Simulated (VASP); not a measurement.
# Lu (P6_3/mmc) in VASP: further runs

Aim: see how the results for Lu move with the level of theory and the settings. Levels: LDA, PBEsol. Tasks: single point.

Everything below comes from runs of VASP 6.6.1. Logs are shortened: lines on timing, memory, paths and dates and some standing lists are left out, and cuts for length are marked.

## Step 1: The cell of the first run

It takes space group P6_3/mmc (No. 194, hexagonal). The conventional cell has a = 3.480 Å, b = 3.480 Å, c = 5.514 Å, α = 90.00°, β = 90.00°, γ = 120.00°. Within 4.5 Å of Lu (site symmetry -6m2) lie 12 Lu at 3.41 to 3.48 Å.

## Step 2: Single point, LDA

Input file INCAR:

```
ALGO     = Normal         # electronic algorithm
EDIFF    = 1E-7           # SCF threshold, eV
ENCUT    = 520            # plane-wave cutoff, eV
GGA      = CA             # functional
ISIF     = 2              # what is computed and relaxed
ISMEAR   = -1             # smearing method
LASPH    = True           # aspherical terms in the spheres
LCHARG   = False          # write CHGCAR
LREAL    = False          # projectors in reciprocal space
LWAVE    = False          # write WAVECAR
NBANDS   = 32             # bands
NELM     = 100            # most SCF steps
PREC     = Accurate       # precision mode
SIGMA    = 0.05           # smearing width, eV
```

Input file KPOINTS:

```
k-points
0
Gamma
  9 9 5
```

Input file POSCAR:

```
Lu
1.0
    3.4795885533      0.0000000000      0.0000000000
   -1.7397942767      3.0134120819      0.0000000000
    0.0000000000      0.0000000000      5.5136445151
Lu
2
Direct
    0.6666666667      0.3333333333      0.7500000000
    0.3333333333      0.6666666667      0.2500000000
```

Potentials or basis: VASP PAW PBE potentials, release 64 (Lu).

Started as:

```sh
$ cat potpaw_PBE.64/Lu/POTCAR > POTCAR
$ mpirun -np 1 vasp_std > vasp.out
```

OUTCAR:

```text
EDIFF = 1E-7
   ENCUT = 520
   GGA = CA
   ISIF = 2
   ISMEAR = -1
   LASPH = True
   LREAL = False
   NELM = 100
   PREC = Accurate

 ion  position               nearest neighbor table
   1  0.667  0.333  0.750-   2 3.41   2 3.41   2 3.41   2 3.41   2 3.41   2 3.41
   2  0.333  0.667  0.250-   1 3.41   1 3.41   1 3.41   1 3.41   1 3.41   1 3.41

  LATTYP: Found a hexagonal cell.
 ALAT       =     3.4795885533
 C/A-ratio  =     1.5845679541

  Lattice vectors:

 A1 = (   3.4795885533,   0.0000000000,   0.0000000000)
 A2 = (  -1.7397942767,   3.0134120819,   0.0000000000)
 A3 = (   0.0000000000,   0.0000000000,   5.5136445151)

Analysis of symmetry for initial positions (statically):
=====================================================================
 Subroutine PRICEL returns:
 Original cell was already a primitive cell.

 Routine SETGRP: Setting up the symmetry group for a
 hexagonal supercell.

 Subroutine GETGRP returns: Found 24 space group operations
 (whereof 12 operations were pure point group operations)
 out of a pool of 24 trial point group operations.

The static configuration has the point symmetry D_3d.
 The point group associated with its full space group is D_6h.

Analysis of symmetry for dynamics (positions and initial velocities):
=====================================================================
 Subroutine PRICEL returns:
 Original cell was already a primitive cell.

 Routine SETGRP: Setting up the symmetry group for a
 hexagonal supercell.

 Subroutine GETGRP returns: Found 24 space group operations
 (whereof 12 operations were pure point group operations)
 out of a pool of 24 trial point group operations.

The dynamic configuration has the point symmetry D_3d.
 The point group associated with its full space group is D_6h.

 Subroutine INISYM returns: Found 24 space group operations
 (whereof 12 operations are pure point group operations),
 and found     1 'primitive' translations

----------------------------------------------------------------------------------------

                                     Primitive cell

  volume of cell :      57.8130

  direct lattice vectors                    reciprocal lattice vectors
     3.479588553  0.000000000  0.000000000     0.287390301  0.165924867  0.000000000
    -1.739794277  3.013412082  0.000000000     0.000000000  0.331849735  0.000000000
     0.000000000  0.000000000  5.513644515     0.000000000  0.000000000  0.181368240

  length of vectors
[... 78 lines left out ...]
   LSORBIT =      F    spin-orbit coupling
   LASPH  =      T    aspherical Exc in radial PAW
   ENCUT  =  520.0 eV  38.22 Ry    6.18 a.u.   6.47  6.47 10.25*2*pi/ulx,y,z
   NELM   =    100;   NELMIN=  2; NELMDL= -5     # of ELM steps
   EDIFF  = 0.1E-06   stopping-criterion for ELM
   LREAL  =      F    real-space projection
   EDIFFG = 0.1E-05   stopping-criterion for IOM
   NSW    =      0    number of steps for IOM
   IBRION =     -1    ionic relax: 0-MD 1-quasi-New 2-CG
   NFREE  =      0    steps in history (QN), initial steepest desc. (CG)
   ISIF   =      2    stress and relaxation
   ISYM   =      2    0-nonsym 1-usesym 2-fastsym
   POTIM  = 0.5000    time-step for ionic-motion
   TEBEG  =    0.0;   TEEND  =   0.0 temperature during run
   PSTRESS=    0.0 pullay stress
   NELECT =      50.0000    total number of electrons
   NUPDOWN=      -1.0000    fix difference up-down
   EMIN   =  10.00;   EMAX   =-10.00  energy-range for DOS
   EFERMI =   0.00;   METHOD = LEGACY
   ISMEAR =    -1;   SIGMA  =   0.05  broadening in eV -4-tet -1-fermi 0-gaus
   EFERMI_NEDOS =   21; number of points for ismear=-14 and -15
   IALGO  =     38    algorithm
   IMIX   =      4    mixing-type and parameters
     AMIX     =   0.40;   BMIX     =  1.00
     AMIX_MAG =   1.60;   BMIX_MAG =  1.00
  volume/ion in A,a.u.               =      28.91       195.07
  Fermi-wavevector in a.u.,A,eV,Ry     =   1.559755  2.947510 33.100747  2.432836
  Thomas-Fermi vector in A             =   2.663067
   LORBIT       =      0    0 simple, 1 ext, 2 COOP (PROOUT), +10 PAW based schemes
   GGA     = CA    functional components
   LHFCALC =     F    Hartree Fock is set to
   AEXX    =    0.0000 exact exchange contribution
   IVDW    =     0    specifies the selected vdW correction
   LEPSILON=     F    determine dielectric tensor
   LRPA    =     F    only Hartree local field effects (RPA)
 non-spin polarized calculation
  energy-cutoff  :      520.00
  volume of cell :       57.81
 maximum number of plane-waves:      1581
 NGX is ok and might be reduce to    28
   NGX = 13   NGY = 13   NGZ = 21

 number of electron      49.9999995 magnetization

 Free energy of the ion-electron system (eV)
  ---------------------------------------------------
  ext. energy  EPLUGINS =         0.00000000
  ---------------------------------------------------
  free energy    TOTEN  =       -10.30958951 eV

  energy without entropy =      -10.27952422  energy(sigma->0) =      -10.29455687

 E-fermi :   1.9597     XC(G=0): -11.0131

 val. band max:        1.9355161931   @ k =   0.3333  -0.0000   0.4000
 cond. band min:       1.9635122714   @ k =   0.4444   0.1111   0.4000
 fundamental gap:      0.0279960783
 Fermi energy:         1.9596818135

 k-point     1 :       0.0000    0.0000    0.0000
  band No.  band energies     occupation
      1     -53.9435      2.00000
      2     -53.9072      2.00000
      3     -25.0846      2.00000
      4     -24.6364      2.00000
      5     -24.6364      2.00000
      6     -24.5536      2.00000
[... 829 lines left out ...]
     31       7.3640      0.00000
     32       7.3752      0.00000

 [... further k-points ...]

------------------------ aborting loop because EDIFF is reached ----------------------------------------

  FORCE on cell =-STRESS in cart. coord.  units (eV):
  Direction    XX          YY          ZZ          XY          YZ          ZX
  --------------------------------------------------------------------------------------
  -------------------------------------------------------------------------------------
  Total       -1.5234506     -1.5234506     -2.0017484      0.0000000      0.0000000      0.0000000
  in kB      -42.2195671    -42.2195671    -55.4746902      0.0000000      0.0000000      0.0000000
  external PRESSURE =     -46.6379415 kB  Pullay stress =       0.0000000 kB

 VOLUME and BASIS-vectors are now :
 -----------------------------------------------------------------------------
  energy-cutoff  :      520.00
  volume of cell :       57.81
      direct lattice vectors                 reciprocal lattice vectors
     3.479588553  0.000000000  0.000000000     0.287390301  0.165924867  0.000000000
    -1.739794277  3.013412082  0.000000000     0.000000000  0.331849735  0.000000000
     0.000000000  0.000000000  5.513644515     0.000000000  0.000000000  0.181368240

 POSITION                                       TOTAL-FORCE (eV/Angst)
 -----------------------------------------------------------------------------------
      1.73979      1.00447      4.13523        -0.000000      0.000000      0.000000
     -0.00000      2.00894      1.37841         0.000000      0.000000      0.000000
 -----------------------------------------------------------------------------------
    total drift:                               -0.000000      0.000000     -0.000000

  FREE ENERGIE OF THE ION-ELECTRON SYSTEM (eV)
  ---------------------------------------------------
  free  energy   TOTEN  =       -10.3095895142 eV

  energy  without entropy=      -10.2795242212  energy(sigma->0) =      -10.29455687
```

Wall time 98 s (1 thread of Intel Xeon 8259CL, shared host); peak memory 0.19 GiB.

Results:

```
Free energy            : -10.3096 eV
Pressure               : -4.7 GPa
Band gap on the k mesh : zero (bands 25 and 26 overlap by 1.39 eV)
```

Stress tensor (GPa, compression positive):
```
-4.22  0.00  0.00
 0.00 -4.22  0.00
 0.00  0.00 -5.55
```

Levels at points of the mesh, in eV from the Fermi level:
```csv
k point,band 21,band 22,band 23,band 24,band 25,band 26,band 27,band 28,band 29,band 30
"(0.00, 0.00, 0.00)",-4.94,-4.92,-4.92,-2.48,0.72,2.11,2.11,2.38,2.81,2.81
```

Caveat: the cell stands under tension; the PAW data sets were made with another functional, which shifts forces and pressure a little; spin-orbit coupling is left out, which moves the levels of the heavy elements.

## Step 3: Single point, PBEsol

This run uses another cell than the first one, of 30.09 Å³/atom.

Input file INCAR:

```
ALGO = Normal
EDIFF = 1E-7
ENCUT = 520
GGA = PS
ISIF = 2
ISMEAR = -1
LASPH = True
LCHARG = False
LREAL = False
LWAVE = False
NBANDS = 32
NELM = 100
PREC = Accurate
SIGMA = 0.05
```

KPOINTS is that of step 2.

Input file POSCAR:

```
Lu
1.0
    3.5263000139      0.0000000000      0.0000000000
   -1.7631500069      3.0538653934      0.0000000000
    0.0000000000      0.0000000000      5.5876619985
Lu
2
Direct
    0.6666666667      0.3333333333      0.7500000000
    0.3333333333      0.6666666667      0.2500000000
```

Potentials or basis: VASP PAW PBE potentials, release 64 (Lu).

Started as:

```sh
$ cat potpaw_PBE.64/Lu/POTCAR > POTCAR
$ mpirun -np 1 vasp_std > vasp.out
```

Wall time 1.8 min (1 thread of Intel Xeon 8259CL, shared host); peak memory 0.22 GiB.

The run converged. Its results:

| Quantity | Value |
| --- | --- |
| Free energy | -9.8529 eV |
| Pressure | -3.7 GPa |
| Band gap on the k mesh | zero (bands 25 and 26 overlap by 1.40 eV) |

Stress tensor (GPa, compression positive):
```
-3.35  0.00  0.00
 0.00 -3.35  0.00
 0.00  0.00 -4.33
```

Levels at points of the mesh, in eV from the Fermi level:
| k point | band 21 | band 22 | band 23 | band 24 | band 25 | band 26 | band 27 | band 28 | band 29 | band 30 |
| --- | --- | --- | --- | --- | --- | --- | --- | --- | --- | --- |
| (0.00, 0.00, 0.00) | -4.93 | -4.91 | -4.91 | -2.40 | 0.49 | 2.16 | 2.16 | 2.42 | 2.83 | 2.83 |

Caveat: the cell stands under tension; the PAW data sets were made with another functional, which shifts forces and pressure a little; spin-orbit coupling is left out, which moves the levels of the heavy elements.

## Step 4: Single point, PBEsol

This run uses another cell than the first one, of 30.68 Å³/atom.

Input file INCAR:

```
  PREC = Accurate
  ENCUT = 520
  EDIFF = 1E-7
  ISMEAR = -1
  SIGMA = 0.05
  LREAL = False
  LASPH = True
  NELM = 80
  ALGO = Fast
  ISIF = 2
  LWAVE = False
  LCHARG = False
  GGA = PS
  NBANDS = 32
```

Input file KPOINTS:

```
regular mesh
0
Gamma
  9 9 5
```

Input file POSCAR:

```
Lu
1.0
    3.5491987075      0.0000000000      0.0000000000
   -1.7745993538      3.0736962438      0.0000000000
    0.0000000000      0.0000000000      5.6239465347
Lu
2
Direct
    0.6666666667      0.3333333333      0.7500000000
    0.3333333333      0.6666666667      0.2500000000
```

Started as:

```sh
$ cat potpaw_PBE.64/Lu/POTCAR > POTCAR
$ mpirun -np 1 vasp_std > vasp.out
```

It took 5.4 min on 1 thread of Intel Xeon 8259CL, shared host; peak memory 0.22 GiB.

Results (log left out):

| Quantity | Value |
| --- | --- |
| Free energy | -9.8239 eV |
| Pressure | -4.4 GPa |
| Band gap on the k mesh | zero (bands 25 and 26 overlap by 1.35 eV) |

Stress tensor (GPa, compression positive):
```
-4.12  0.00  0.00
 0.00 -4.12  0.00
 0.00  0.00 -5.02
```

Levels at points of the mesh, in eV from the Fermi level:
```tsv
k point	band 23	band 24	band 25	band 26	band 27	band 28
(0.00, 0.00, 0.00)	-4.95	-2.37	0.45	2.14	2.14	2.40
```

Caveat: the cell stands under tension; the PAW data sets were made with another functional, which shifts forces and pressure a little; spin-orbit coupling is left out, which moves the levels of the heavy elements.

[end of part 1 of 2]

The gap in the log of VASP goes by the Fermi energy; the results here count the filled bands.